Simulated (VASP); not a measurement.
# Sb (I4_1/amd) in VASP: further runs

Sb is run at these levels: PBE; tasks: single point.

Everything below comes from runs of VASP 6.6.1. Logs are shortened: lines on timing, memory, paths and dates and some standing lists are left out, and cuts for length are marked.

## 1. The cell of the first run

It takes space group I4_1/amd (No. 141, tetragonal). The conventional cell has a = 5.636 Å, b = 5.636 Å, c = 2.947 Å, α = 90.00°, β = 90.00°, γ = 90.00°. Within 3.8 Å of Sb (site symmetry -4m2) lie 10 Sb at 2.91 to 3.58 Å.

## 2. Single point, PBE

File INCAR:

```
SYSTEM = Sb
PREC = Accurate
ENCUT = 520
EDIFF = 1E-6
ISMEAR = -1
SIGMA = 0.08
LREAL = .FALSE.
LASPH = .TRUE.
NELM = 80
ALGO = Normal
ISIF = 2
LWAVE = .FALSE.
LCHARG = .TRUE.
GGA = PE
LELF = .TRUE.
LVHAR = .TRUE.
NBANDS = 12
```

File KPOINTS:

```
Automatic mesh
0
G
  14 14 14
  0 0 0
```

File POSCAR:

```
Sb
1.0
   -2.8180134296      2.8180134296      1.4733126491
    2.8180134296     -2.8180134296      1.4733126491
    2.8180134296      2.8180134296     -1.4733126491
Sb
2
Direct
   -0.3750000000     -0.1250000000     -0.2500000000
    0.3750000000      0.1250000000      0.2500000000
```

Potentials or basis: VASP PAW PBE potentials, release 64 (Sb).

The run is started by

```
$ cat potpaw_PBE.64/Sb/POTCAR > POTCAR
$ mpirun -np 1 vasp_std > vasp.out
```

OUTCAR:

```text
SYSTEM = Sb
   PREC = Accurate
   ENCUT = 520
   EDIFF = 1E-6
   ISMEAR = -1
   LREAL = .FALSE.
   LASPH = .TRUE.
   NELM = 80
   ISIF = 2
   GGA = PE

 ion  position               nearest neighbor table
   1  0.625  0.875  0.750-   2 2.91   2 2.91   2 2.91   2 2.91   2 3.58   2 3.58   2 3.58   2 3.58

   2  0.375  0.125  0.250-   1 2.91   1 2.91   1 2.91   1 2.91   1 3.58   1 3.58   1 3.58   1 3.58

  LATTYP: Found a body centered tetragonal cell.
 ALAT       =     5.6360268592
 C/A-ratio  =     0.5228195982

  Lattice vectors:

 A1 = (  -2.8180134296,   2.8180134296,   1.4733126491)
 A2 = (   2.8180134296,  -2.8180134296,   1.4733126491)
 A3 = (   2.8180134296,   2.8180134296,  -1.4733126491)

Analysis of symmetry for initial positions (statically):
=====================================================================
 Subroutine PRICEL returns:
 Original cell was already a primitive cell.

 Routine SETGRP: Setting up the symmetry group for a
 body centered tetragonal supercell.

 Subroutine GETGRP returns: Found 16 space group operations
 (whereof  4 operations were pure point group operations)
 out of a pool of 16 trial point group operations.

The static configuration has the point symmetry C_2h.
 The point group associated with its full space group is D_4h.

Analysis of symmetry for dynamics (positions and initial velocities):
=====================================================================
 Subroutine PRICEL returns:
 Original cell was already a primitive cell.

 Routine SETGRP: Setting up the symmetry group for a
 body centered tetragonal supercell.

 Subroutine GETGRP returns: Found 16 space group operations
 (whereof  4 operations were pure point group operations)
 out of a pool of 16 trial point group operations.

The dynamic configuration has the point symmetry C_2h.
 The point group associated with its full space group is D_4h.

 Subroutine INISYM returns: Found 16 space group operations
 (whereof  4 operations are pure point group operations),
 and found     1 'primitive' translations

----------------------------------------------------------------------------------------

                                     Primitive cell

  volume of cell :      46.7995

  direct lattice vectors                    reciprocal lattice vectors
    -2.818013430  2.818013430  1.473312649     0.000000000  0.177429956  0.339371280
     2.818013430 -2.818013430  1.473312649     0.177429956  0.000000000  0.339371280
     2.818013430  2.818013430 -1.473312649     0.177429956  0.177429956  0.000000000

  length of vectors
     4.248888036  4.248888036  4.248888036     0.382954639  0.382954639  0.250923851

  position of ions in fractional coordinates (direct lattice)
     0.625000000  0.875000000  0.750000000
     0.375000000  0.125000000  0.250000000

  ion indices of the primitive-cell ions
   primitive index   ion index
                 1           1
                 2           2

----------------------------------------------------------------------------------------

 KPOINTS: Automatic mesh

Automatic generation of k-mesh.
 Grid dimensions read from file:
 generate k-points for:   14   14   14

 Generating k-lattice:

  Cartesian coordinates                     Fractional coordinates (reciprocal lattice)
     0.000000000  0.012673568  0.024240806     0.071428571  0.000000000  0.000000000
     0.012673568  0.000000000  0.024240806     0.000000000  0.071428571  0.000000000
     0.012673568  0.012673568  0.000000000     0.000000000  0.000000000  0.071428571

  Length of vectors
     0.027353903  0.027353903  0.017923132

  Shift w.r.t. Gamma in fractional coordinates (k-lattice)
     0.000000000  0.000000000  0.000000000

 Subroutine IBZKPT returns following result:
 ===========================================

 Found    244 irreducible k-points:

 Following reciprocal coordinates:
            Coordinates               Weight
  0.000000  0.000000  0.000000      1.000000
  0.071429  0.000000  0.000000      8.000000
  0.142857  0.000000 -0.000000      8.000000
  0.214286  0.000000 -0.000000      8.000000
  0.285714  0.000000 -0.000000      8.000000
  0.357143  0.000000 -0.000000      8.000000
[... 16 lines left out ...]
  0.214286  0.142857 -0.000000     16.000000
  0.285714  0.142857 -0.000000     16.000000
 [... further k-points ...]
   k-points           NKPTS =    244   k-points in BZ     NKDIM =    244   number of bands    NBANDS=     12
   number of dos      NEDOS =    301   number of ions     NIONS =      2
   total plane-waves  NPLWV =  32768
   dimension x,y,z NGX =    32 NGY =   32 NGZ =   32
   dimension x,y,z NGXF=    64 NGYF=   64 NGZF=   64
   ions per type =               2
   NGX,Y,Z   is equivalent  to a cutoff of  12.52, 12.52, 12.52 a.u.
   NGXF,Y,Z  is equivalent  to a cutoff of  25.04, 25.04, 25.04 a.u.
 SYSTEM =  Sb
   PREC   = accura    normal or accurate (medium, high low for compatibility)
   ISTART =      0    job   : 0-new  1-cont  2-samecut
   ICHARG =      2    charge: 1-file 2-atom 10-const
   ISPIN  =      1    spin polarized calculation?
   LNONCOLLINEAR =      F non collinear calculations
   LSORBIT =      F    spin-orbit coupling
   LASPH  =      T    aspherical Exc in radial PAW
   ENCUT  =  520.0 eV  38.22 Ry    6.18 a.u.   7.90  7.90  7.90*2*pi/ulx,y,z
   NELM   =     80;   NELMIN=  2; NELMDL= -5     # of ELM steps
   EDIFF  = 0.1E-05   stopping-criterion for ELM
   LREAL  =      F    real-space projection
   EDIFFG = 0.1E-04   stopping-criterion for IOM
   NSW    =      0    number of steps for IOM
   IBRION =     -1    ionic relax: 0-MD 1-quasi-New 2-CG
   NFREE  =      0    steps in history (QN), initial steepest desc. (CG)
   ISIF   =      2    stress and relaxation
   ISYM   =      2    0-nonsym 1-usesym 2-fastsym
   POTIM  = 0.5000    time-step for ionic-motion
   TEBEG  =    0.0;   TEEND  =   0.0 temperature during run
   PSTRESS=    0.0 pullay stress
   NELECT =      10.0000    total number of electrons
   NUPDOWN=      -1.0000    fix difference up-down
   EMIN   =  10.00;   EMAX   =-10.00  energy-range for DOS
   EFERMI =   0.00;   METHOD = LEGACY
   ISMEAR =    -1;   SIGMA  =   0.08  broadening in eV -4-tet -1-fermi 0-gaus
   EFERMI_NEDOS =   21; number of points for ismear=-14 and -15
   IALGO  =     38    algorithm
   IMIX   =      4    mixing-type and parameters
     AMIX     =   0.40;   BMIX     =  1.00
     AMIX_MAG =   1.60;   BMIX_MAG =  1.00
  volume/ion in A,a.u.               =      23.40       157.91
  Fermi-wavevector in a.u.,A,eV,Ry     =   0.978726  1.849524 13.033085  0.957905
  Thomas-Fermi vector in A             =   2.109524
   LORBIT       =      0    0 simple, 1 ext, 2 COOP (PROOUT), +10 PAW based schemes
   GGA     = PE    functional components
   LHFCALC =     F    Hartree Fock is set to
   AEXX    =    0.0000 exact exchange contribution
   IVDW    =     0    specifies the selected vdW correction
   LEPSILON=     F    determine dielectric tensor
   LRPA    =     F    only Hartree local field effects (RPA)
 non-spin polarized calculation
  energy-cutoff  :      520.00
  volume of cell :       46.80
 maximum number of plane-waves:      1282
   NGX = 15   NGY = 15   NGZ = 15

 number of electron      10.0000001 magnetization

 Free energy of the ion-electron system (eV)
  ---------------------------------------------------
  ext. energy  EPLUGINS =         0.00000000
  ---------------------------------------------------
  free energy    TOTEN  =        -7.37006570 eV

  energy without entropy =       -7.35196071  energy(sigma->0) =       -7.36101321

 E-fermi :  10.6662     XC(G=0): -10.7601

 val. band max:       10.6581912419   @ k =   0.5000   0.1429   0.0000
 cond. band min:      10.6716939734   @ k =  -0.3571   0.5000   0.2857
 fundamental gap:      0.0135027315
 Fermi energy:        10.6661896791

 k-point     1 :       0.0000    0.0000    0.0000
  band No.  band energies     occupation
      1      -3.8347      2.00000
      2       3.6955      2.00000
      3       6.1309      2.00000
      4       6.1309      2.00000
      5      11.9190      0.00000
      6      14.8075      0.00000
      7      14.8075      0.00000
      8      16.4037      0.00000
      9      16.6302      0.00000
     10      18.5325      0.00000
     11      19.3365      0.00000
     12      20.9233      0.00000

 k-point     2 :       0.0714    0.0000    0.0000
  band No.  band energies     occupation
      1      -3.7192      2.00000
      2       3.5996      2.00000
      3       6.1540      2.00000
      4       6.4503      2.00000
      5      12.1017      0.00000
      6      14.4083      0.00000
      7      14.8549      0.00000
      8      15.4899      0.00000
      9      15.5705      0.00000
     10      18.5654      0.00000
     11      19.6404      0.00000
     12      19.6638      0.00000

 k-point     3 :       0.1429    0.0000   -0.0000
  band No.  band energies     occupation
      1      -3.3729      2.00000
      2       3.4438      2.00000
      3       6.2332      2.00000
      4       7.2651      2.00000
      5      12.6290      0.00000
      6      13.0352      0.00000
      7      13.6181      0.00000
      8      14.1551      0.00000
      9      14.8852      0.00000
     10      18.0620      0.00000
     11      18.1866      0.00000
     12      19.2304      0.00000
[... 286 lines left out ...]
 k-point    23 :       0.2143    0.1429   -0.0000
  band No.  band energies     occupation
      1      -1.2705      2.00000
      2       4.1096      2.00000
      3       7.0110      2.00000
      4       7.6524      2.00000
      5       8.4883      2.00000
      6       9.3825      2.00000
      7      12.5099      0.00000
      8      12.8097      0.00000
      9      15.2317      0.00000
     10      16.1444      0.00000
     11      17.1292      0.00000
     12      21.9475      0.00000

 k-point    24 :       0.2857    0.1429   -0.0000
  band No.  band energies     occupation
      1      -0.1807      2.00000
      2       3.9530      2.00000
      3       5.7241      2.00000
      4       6.5600      2.00000
      5       8.4416      2.00000
      6      10.2295      1.99152
      7      11.8767      0.00000
      8      12.8919      0.00000
      9      15.7982      0.00000
     10      16.8491      0.00000
     11      18.0113      0.00000
     12      20.9213      0.00000

 [... further k-points ...]
[... 5 lines left out ...]
  --------------------------------------------------------------------------------------
  -------------------------------------------------------------------------------------
  Total        6.4860209      6.4860209      6.4873965     -0.0000000      0.0000000      0.0000000
  in kB      222.0485284    222.0485284    222.0956235     -0.0000000      0.0000000      0.0000000
  external PRESSURE =     222.0642268 kB  Pullay stress =       0.0000000 kB

 VOLUME and BASIS-vectors are now :
 -----------------------------------------------------------------------------
  energy-cutoff  :      520.00
  volume of cell :       46.80
      direct lattice vectors                 reciprocal lattice vectors
    -2.818013430  2.818013430  1.473312649     0.000000000  0.177429956  0.339371280
     2.818013430 -2.818013430  1.473312649     0.177429956  0.000000000  0.339371280
     2.818013430  2.818013430 -1.473312649     0.177429956  0.177429956  0.000000000

 POSITION                                       TOTAL-FORCE (eV/Angst)
 -----------------------------------------------------------------------------------
      2.81801      1.40901      1.10498         0.000000     -0.000000     -0.000000
      0.00000      1.40901      0.36833        -0.000000      0.000000      0.000000
 -----------------------------------------------------------------------------------
    total drift:                                0.000000     -0.000000      0.000000

  FREE ENERGIE OF THE ION-ELECTRON SYSTEM (eV)
  ---------------------------------------------------
  free  energy   TOTEN  =        -7.3700657040 eV

  energy  without entropy=       -7.3519607132  energy(sigma->0) =       -7.36101321
```

Run time: 65 s. Hardware: 1 thread of Intel Xeon 6975P-C, shared host; peak memory 0.26 GiB.

Results:

```yaml
Free_energy: -7.3701 eV
Pressure: 22.2 GPa
Band_gap_on_the_k_mesh: zero (band 5 reaches 14.88 eV, above the bottom of band 6 at 7.76 eV)
```

Caveat: spin-orbit coupling is left out, which moves the levels of the heavy elements.

## 3. Single point, PBE

File INCAR:

```
PREC = Accurate ; ENCUT = 520
EDIFF = 1E-6 ; ISMEAR = -1
SIGMA = 0.08 ; LREAL = False
LASPH = True ; NELM = 80
ALGO = Normal ; ISIF = 2
LWAVE = False ; LCHARG = True
GGA = PE ; LELF = True
LVHAR = True ; NBANDS = 12
```

File KPOINTS:

```
regular mesh
0
Gamma
  14 14 14
```

File POSCAR:

```
Sb
1.0
   -2.8180134296      2.8180134296      1.4733126490
    2.8180134296     -2.8180134296      1.4733126490
    2.8180134296      2.8180134296     -1.4733126490
Sb
2
Direct
   -0.3750000000     -0.1250000000     -0.2500000000
    0.3750000000      0.1250000000      0.2500000000
```

Potentials or basis: VASP PAW PBE potentials, release 64 (Sb).

The run is started by

```
$ cat potpaw_PBE.64/Sb/POTCAR > POTCAR
$ mpirun -np 1 vasp_std > vasp.out
```

OUTCAR:

```text
PREC = Accurate
   ENCUT = 520
   EDIFF = 1E-6
   ISMEAR = -1
   LREAL = False
   LASPH = True
   NELM = 80
   ISIF = 2
   GGA = PE

 ion  position               nearest neighbor table
   1  0.625  0.875  0.750-   2 2.91   2 2.91   2 2.91   2 2.91   2 3.58   2 3.58   2 3.58   2 3.58

   2  0.375  0.125  0.250-   1 2.91   1 2.91   1 2.91   1 2.91   1 3.58   1 3.58   1 3.58   1 3.58

  LATTYP: Found a body centered tetragonal cell.
 ALAT       =     5.6360268592
 C/A-ratio  =     0.5228195982

  Lattice vectors:

 A1 = (  -2.8180134296,   2.8180134296,   1.4733126490)
 A2 = (   2.8180134296,  -2.8180134296,   1.4733126490)
 A3 = (   2.8180134296,   2.8180134296,  -1.4733126490)

Analysis of symmetry for initial positions (statically):
=====================================================================
 Subroutine PRICEL returns:
 Original cell was already a primitive cell.

 Routine SETGRP: Setting up the symmetry group for a
 body centered tetragonal supercell.

 Subroutine GETGRP returns: Found 16 space group operations
 (whereof  4 operations were pure point group operations)
 out of a pool of 16 trial point group operations.

The static configuration has the point symmetry C_2h.
[... 167 lines left out ...]
 Fermi energy:        10.6661896800

 k-point     1 :       0.0000    0.0000    0.0000
  band No.  band energies     occupation
      1      -3.8347      2.00000
      2       3.6955      2.00000
      3       6.1309      2.00000
      4       6.1309      2.00000
      5      11.9190      0.00000
      6      14.8075      0.00000
      7      14.8075      0.00000
      8      16.4037      0.00000
      9      16.6302      0.00000
     10      18.5325      0.00000
     11      19.3365      0.00000
     12      20.9233      0.00000
[... 331 lines left out ...]
 k-point    24 :       0.2857    0.1429    0.0000
  band No.  band energies     occupation
      1      -0.1807      2.00000
      2       3.9530      2.00000
      3       5.7241      2.00000
      4       6.5600      2.00000
      5       8.4416      2.00000
      6      10.2295      1.99152
      7      11.8767      0.00000
      8      12.8919      0.00000
      9      15.7982      0.00000
     10      16.8491      0.00000
     11      18.0113      0.00000
     12      20.9213      0.00000

 [... further k-points ...]
[... 5 lines left out ...]
  --------------------------------------------------------------------------------------
  -------------------------------------------------------------------------------------
  Total        6.4860209      6.4860209      6.4873965     -0.0000000      0.0000000      0.0000000
  in kB      222.0485291    222.0485291    222.0956237     -0.0000000      0.0000000      0.0000000
  external PRESSURE =     222.0642273 kB  Pullay stress =       0.0000000 kB

 VOLUME and BASIS-vectors are now :
 -----------------------------------------------------------------------------
  energy-cutoff  :      520.00
  volume of cell :       46.80
      direct lattice vectors                 reciprocal lattice vectors
    -2.818013430  2.818013430  1.473312649     0.000000000  0.177429956  0.339371280
     2.818013430 -2.818013430  1.473312649     0.177429956  0.000000000  0.339371280
     2.818013430  2.818013430 -1.473312649     0.177429956  0.177429956  0.000000000

 POSITION                                       TOTAL-FORCE (eV/Angst)
 -----------------------------------------------------------------------------------
      2.81801      1.40901      1.10498        -0.000000     -0.000000      0.000000
      0.00000      1.40901      0.36833         0.000000      0.000000     -0.000000
 -----------------------------------------------------------------------------------
    total drift:                                0.000000     -0.000000      0.000000

  FREE ENERGIE OF THE ION-ELECTRON SYSTEM (eV)
  ---------------------------------------------------
  free  energy   TOTEN  =        -7.3700657045 eV

  energy  without entropy=       -7.3519607137  energy(sigma->0) =       -7.36101321
```

Run time: 63 s. Hardware: 1 thread of Intel Xeon 6975P-C, shared host; peak memory 0.26 GiB.

Results:

```
Free energy            : -7.3701 eV
Pressure               : 22.2 GPa
Band gap on the k mesh : zero (band 5 reaches 14.88 eV, above the bottom of band 6 at 7.76 eV)
```

Caveat: spin-orbit coupling is left out, which moves the levels of the heavy elements.
